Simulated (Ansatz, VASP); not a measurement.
One calculation of Ca, two programs

```
Ca
1.0
    -2.06815    2.07333    2.41230
     2.06815   -2.07333    2.41230
     2.06815    2.07333   -2.41230
Ca
1
Direct
  0.50000 0.50000 0.00000
```

Change from the starting cell: volume scaled by 0.96.

Alike in both runs: task single point; functional LDA; k mesh 9 × 9 × 9; occupations gaussian, width 0.05 eV; no spin polarisation.

```csv
,VASP,Ansatz
version,VASP 6.6.1,Ansatz 0.2.0
potentials or method,"VASP PAW LDA potentials, release 64 (Ca_sv), cutoff 520 eV","all-electron LAPW, scalar-relativistic"
```

|  | VASP | Ansatz | Ansatz less VASP |
| --- | --- | --- | --- |
| gap on the k mesh at the Fermi level (eV) | none | none | - |
| pressure (GPa) | -1.5 | -1.5 | +0.01 |
| traceless stress, the component that is largest in VASP (GPa) | 0.12 | 0.12 | +0.003 |

LDA's correlation is that of Perdew and Zunger in VASP and of Perdew and Wang (1992) in Ansatz. A gap of «none» marks a metal or a gap that the smearing closes. Ansatz ran all-electron here, and VASP with PAW potentials.
